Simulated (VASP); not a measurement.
# TaN (Fm-3m) in VASP: single point with PBEsol

Aim: the single point of TaN with PBEsol.

All numbers are computed with VASP 6.6.1; they aren't measurements. Logs are shortened: lines on timing, memory, paths and dates and some standing lists are left out, and cuts for length are marked.

### 1 The cell of the first run

The structure is cubic, space group Fm-3m (No. 225). The conventional cell has a = 4.358 Å, b = 4.358 Å, c = 4.358 Å, α = 90.00°, β = 90.00°, γ = 90.00°. Within 2.9 Å of Ta (site symmetry m-3m) lie 6 N at 2.18 Å. N (site symmetry m-3m) has 6 Ta at 2.18 Å within 2.9 Å.

### 2 Single point, PBEsol

INCAR

```
PREC     = Accurate       # precision mode
ENCUT    = 700            # plane-wave cutoff, eV
EDIFF    = 1E-6           # SCF threshold, eV
ISMEAR   = -1             # smearing method
SIGMA    = 0.1            # smearing width, eV
LREAL    = F              # projectors in reciprocal space
LASPH    = T              # aspherical terms in the spheres
NELM     = 120            # most SCF steps
ALGO     = Normal         # electronic algorithm
ISIF     = 2              # what is computed and relaxed
LWAVE    = F              # write WAVECAR
LCHARG   = F              # write CHGCAR
GGA      = PS             # functional
NBANDS   = 16             # bands
GGA_COMPAT= F
```

KPOINTS

```
regular mesh
0
Gamma
  11 11 11
```

POSCAR

```
TaN
1.0
    3.0815710000      0.0000000000      0.0000000000
    1.5407855000      2.6687187696      0.0000000000
    1.5407855000      0.8895729232      2.5160921854
Ta N
1 1
Direct
    0.5000000000      0.5000000000      0.5000000000
    0.0000000000      0.0000000000      0.0000000000
```

Potentials or basis: VASP PAW PBE potentials, release 64 (Ta_sv_GW, N).

Started as:

```
$ cat potpaw_PBE.64/Ta_sv_GW/POTCAR potpaw_PBE.64/N/POTCAR > POTCAR
$ mpirun -np 1 vasp_std > vasp.out
```

OUTCAR:

```text
PREC = Accurate
   ENCUT = 700
   EDIFF = 1E-6
   ISMEAR = -1
   LREAL = F
   LASPH = T
   NELM = 120
   ISIF = 2
   GGA = PS

 ion  position               nearest neighbor table
   1  0.500  0.500  0.500-   2 2.18   2 2.18   2 2.18   2 2.18   2 2.18   2 2.18
   2  0.000  0.000  0.000-   1 2.18   1 2.18   1 2.18   1 2.18   1 2.18   1 2.18

  LATTYP: Found a face centered cubic cell.
 ALAT       =     4.3579995017

  Lattice vectors:

 A1 = (   3.0815710000,   0.0000000000,   0.0000000000)
 A2 = (   1.5407855000,   2.6687187696,   0.0000000000)
 A3 = (   1.5407855000,   0.8895729232,   2.5160921854)

Analysis of symmetry for initial positions (statically):
=====================================================================
 Subroutine PRICEL returns:
 Original cell was already a primitive cell.

 Routine SETGRP: Setting up the symmetry group for a
 face centered cubic supercell.

 Subroutine GETGRP returns: Found 48 space group operations
 (whereof 48 operations were pure point group operations)
 out of a pool of 48 trial point group operations.

The static configuration has the point symmetry O_h .

Analysis of symmetry for dynamics (positions and initial velocities):
=====================================================================
 Subroutine PRICEL returns:
 Original cell was already a primitive cell.

 Routine SETGRP: Setting up the symmetry group for a
 face centered cubic supercell.

 Subroutine GETGRP returns: Found 48 space group operations
 (whereof 48 operations were pure point group operations)
 out of a pool of 48 trial point group operations.

The dynamic configuration has the point symmetry O_h .

 Subroutine INISYM returns: Found 48 space group operations
 (whereof 48 operations are pure point group operations),
 and found     1 'primitive' translations

----------------------------------------------------------------------------------------

                                     Primitive cell

  volume of cell :      20.6920

  direct lattice vectors                    reciprocal lattice vectors
     3.081571000  0.000000000  0.000000000     0.324509804 -0.187355822 -0.132480573
     1.540785500  2.668718770  0.000000000     0.000000000  0.374711645 -0.132480573
     1.540785500  0.889572923  2.516092185     0.000000000  0.000000000  0.397441718

  length of vectors
     3.081571000  3.081571000  3.081571000     0.397441718  0.397441718  0.397441718

  position of ions in fractional coordinates (direct lattice)
     0.500000000  0.500000000  0.500000000
     0.000000000  0.000000000  0.000000000

  ion indices of the primitive-cell ions
   primitive index   ion index
                 1           1
                 2           2

----------------------------------------------------------------------------------------

 KPOINTS: regular mesh

Automatic generation of k-mesh.
 Grid dimensions read from file:
 generate k-points for:   11   11   11

 Generating k-lattice:

  Cartesian coordinates                     Fractional coordinates (reciprocal lattice)
     0.029500891 -0.017032347 -0.012043688     0.090909091  0.000000000  0.000000000
     0.000000000  0.034064695 -0.012043688     0.000000000  0.090909091 -0.000000000
     0.000000000  0.000000000  0.036131065     0.000000000  0.000000000  0.090909091

  Length of vectors
     0.036131065  0.036131065  0.036131065

  Shift w.r.t. Gamma in fractional coordinates (k-lattice)
     0.000000000  0.000000000  0.000000000

 Subroutine IBZKPT returns following result:
 ===========================================

 Found     56 irreducible k-points:

 Following reciprocal coordinates:
            Coordinates               Weight
  0.000000  0.000000  0.000000      1.000000
  0.090909 -0.000000  0.000000      8.000000
  0.181818 -0.000000 -0.000000      8.000000
  0.272727 -0.000000 -0.000000      8.000000
  0.363636 -0.000000  0.000000      8.000000
  0.454545  0.000000  0.000000      8.000000
[... 16 lines left out ...]
 -0.272727  0.181818 -0.000000     24.000000
 -0.181818  0.181818 -0.000000     12.000000
 [... further k-points ...]
   k-points           NKPTS =     56   k-points in BZ     NKDIM =     56   number of bands    NBANDS=     16
   number of dos      NEDOS =    301   number of ions     NIONS =      2
   total plane-waves  NPLWV =  21952
   dimension x,y,z NGX =    28 NGY =   28 NGZ =   28
   dimension x,y,z NGXF=    56 NGYF=   56 NGZF=   56
   ions per type =               1   1
   NGX,Y,Z   is equivalent  to a cutoff of  15.11, 15.11, 15.11 a.u.
   NGXF,Y,Z  is equivalent  to a cutoff of  30.21, 30.21, 30.21 a.u.
 SYSTEM =  unknown system
   PREC   = accura    normal or accurate (medium, high low for compatibility)
   ISTART =      0    job   : 0-new  1-cont  2-samecut
   ICHARG =      2    charge: 1-file 2-atom 10-const
   ISPIN  =      1    spin polarized calculation?
   LNONCOLLINEAR =      F non collinear calculations
   LSORBIT =      F    spin-orbit coupling
   LASPH  =      T    aspherical Exc in radial PAW
   ENCUT  =  700.0 eV  51.45 Ry    7.17 a.u.   6.65  6.65  6.65*2*pi/ulx,y,z
   NELM   =    120;   NELMIN=  2; NELMDL= -5     # of ELM steps
   EDIFF  = 0.1E-05   stopping-criterion for ELM
   LREAL  =      F    real-space projection
   EDIFFG = 0.1E-04   stopping-criterion for IOM
   NSW    =      0    number of steps for IOM
   IBRION =     -1    ionic relax: 0-MD 1-quasi-New 2-CG
   NFREE  =      0    steps in history (QN), initial steepest desc. (CG)
   ISIF   =      2    stress and relaxation
   ISYM   =      2    0-nonsym 1-usesym 2-fastsym
   POTIM  = 0.5000    time-step for ionic-motion
   TEBEG  =    0.0;   TEEND  =   0.0 temperature during run
   PSTRESS=    0.0 pullay stress
   NELECT =      18.0000    total number of electrons
   NUPDOWN=      -1.0000    fix difference up-down
   EMIN   =  10.00;   EMAX   =-10.00  energy-range for DOS
   EFERMI =   0.00;   METHOD = LEGACY
   ISMEAR =    -1;   SIGMA  =   0.10  broadening in eV -4-tet -1-fermi 0-gaus
   EFERMI_NEDOS =   21; number of points for ismear=-14 and -15
   IALGO  =     38    algorithm
   IMIX   =      4    mixing-type and parameters
     AMIX     =   0.40;   BMIX     =  1.00
     AMIX_MAG =   1.60;   BMIX_MAG =  1.00
  volume/ion in A,a.u.               =      10.35        69.82
  Fermi-wavevector in a.u.,A,eV,Ry     =   1.562782  2.953230 33.229353  2.442289
  Thomas-Fermi vector in A             =   2.665650
   LORBIT       =      0    0 simple, 1 ext, 2 COOP (PROOUT), +10 PAW based schemes
   GGA     = PS    functional components
   LHFCALC =     F    Hartree Fock is set to
   AEXX    =    0.0000 exact exchange contribution
   IVDW    =     0    specifies the selected vdW correction
   LEPSILON=     F    determine dielectric tensor
   LRPA    =     F    only Hartree local field effects (RPA)
 non-spin polarized calculation
  energy-cutoff  :      700.00
  volume of cell :       20.69
 maximum number of plane-waves:       893
   NGX = 13   NGY = 13   NGZ = 13

 number of electron      17.9999999 magnetization

 Free energy of the ion-electron system (eV)
  ---------------------------------------------------
  ext. energy  EPLUGINS =         0.00000000
  ---------------------------------------------------
  free energy    TOTEN  =       -25.76447032 eV

  energy without entropy =      -25.73670164  energy(sigma->0) =      -25.75058598

 E-fermi :  14.0864     XC(G=0): -14.1187

 val. band max:       14.0140735255   @ k =  -0.3636   0.2727   0.0909
 cond. band min:      14.1109103513   @ k =   0.0000   0.0000   0.0000
 fundamental gap:      0.0968368257
 Fermi energy:        14.0863745636

 k-point     1 :       0.0000    0.0000    0.0000
  band No.  band energies     occupation
      1     -55.3866      2.00000
      2     -21.5603      2.00000
      3     -21.5603      2.00000
      4     -21.5603      2.00000
      5      -4.9457      2.00000
      6      10.1956      2.00000
[... 8 lines left out ...]
     15      23.2047      0.00000
     16      38.7437      0.00000

 k-point     2 :       0.0909   -0.0000    0.0000
  band No.  band energies     occupation
      1     -55.3815      2.00000
      2     -21.6424      2.00000
      3     -21.5675      2.00000
      4     -21.5675      2.00000
      5      -4.7343      2.00000
      6       9.2179      2.00000
[... 8 lines left out ...]
     15      23.8337      0.00000
     16      36.0926      0.00000

 k-point     3 :       0.1818   -0.0000   -0.0000
  band No.  band energies     occupation
      1     -55.3678      2.00000
      2     -21.8566      2.00000
      3     -21.5871      2.00000
      4     -21.5871      2.00000
      5      -4.1488      2.00000
      6       7.5344      2.00000
[... 8 lines left out ...]
     15      25.4053      0.00000
     16      32.9183      0.00000

 k-point     4 :       0.2727   -0.0000   -0.0000
  band No.  band energies     occupation
      1     -55.3497      2.00000
      2     -22.1252      2.00000
      3     -21.6124      2.00000
      4     -21.6124      2.00000
      5      -3.3188      2.00000
      6       5.8631      2.00000
[... 8 lines left out ...]
     15      26.5546      0.00000
     16      31.1855      0.00000
[... 324 lines left out ...]
 k-point    22 :      -0.3636    0.1818   -0.0000
  band No.  band energies     occupation
      1     -55.3173      2.00000
      2     -22.3670      2.00000
      3     -21.8578      2.00000
      4     -21.6727      2.00000
      5      -2.2593      2.00000
      6       4.3732      2.00000
[... 8 lines left out ...]
     15      25.2088      0.00000
     16      26.8903      0.00000

 k-point    23 :      -0.2727    0.1818   -0.0000
  band No.  band energies     occupation
      1     -55.3284      2.00000
      2     -22.2464      2.00000
      3     -21.8371      2.00000
      4     -21.6320      2.00000
      5      -2.6272      2.00000
      6       4.8072      2.00000
[... 8 lines left out ...]
     15      25.9916      0.00000
     16      27.4318      0.00000

 k-point    24 :      -0.1818    0.1818   -0.0000
  band No.  band energies     occupation
      1     -55.3437      2.00000
      2     -22.0946      2.00000
      3     -21.7635      2.00000
      4     -21.5977      2.00000
      5      -3.2023      2.00000
      6       5.6303      2.00000
[... 8 lines left out ...]
     15      27.3877      0.00000
     16      27.6494      0.00000

 [... further k-points ...]

------------------------ aborting loop because EDIFF is reached ----------------------------------------

  FORCE on cell =-STRESS in cart. coord.  units (eV):
  Direction    XX          YY          ZZ          XY          YZ          ZX
  --------------------------------------------------------------------------------------
  -------------------------------------------------------------------------------------
  Total        0.6021520      0.6021520      0.6021520      0.0000000      0.0000000     -0.0000000
  in kB       46.6246061     46.6246061     46.6246061      0.0000000      0.0000000     -0.0000000
  external PRESSURE =      46.6246061 kB  Pullay stress =       0.0000000 kB

 VOLUME and BASIS-vectors are now :
 -----------------------------------------------------------------------------
  energy-cutoff  :      700.00
  volume of cell :       20.69
      direct lattice vectors                 reciprocal lattice vectors
     3.081571000  0.000000000  0.000000000     0.324509804 -0.187355822 -0.132480573
     1.540785500  2.668718770  0.000000000     0.000000000  0.374711645 -0.132480573
     1.540785500  0.889572923  2.516092185     0.000000000  0.000000000  0.397441718

 POSITION                                       TOTAL-FORCE (eV/Angst)
 -----------------------------------------------------------------------------------
      3.08157      1.77915      1.25805        -0.000000      0.000000      0.000000
      0.00000      0.00000      0.00000         0.000000     -0.000000      0.000000
 -----------------------------------------------------------------------------------
    total drift:                                0.000000      0.000000      0.000000

  FREE ENERGIE OF THE ION-ELECTRON SYSTEM (eV)
  ---------------------------------------------------
  free  energy   TOTEN  =       -25.7644703177 eV

  energy  without entropy=      -25.7367016367  energy(sigma->0) =      -25.75058598
```

Wall time 31 s (1 thread of Intel Xeon Platinum 8259CL at 2.50GHz (Skylake/Cascade Lake), shared host); peak memory 0.19 GiB.

Results:

```yaml
Free_energy: -25.7645 eV
Pressure: 4.7 GPa
Band_gap_on_the_k_mesh: zero (bands 9 and 10 overlap by 3.95 eV)
```

Caveat: the cell stands under pressure; the PAW data sets were made with another functional, which shifts forces and pressure a little; spin-orbit coupling is left out, which moves the levels of the heavy elements.

The gap in the log of VASP goes by the Fermi energy; the results here count the filled bands.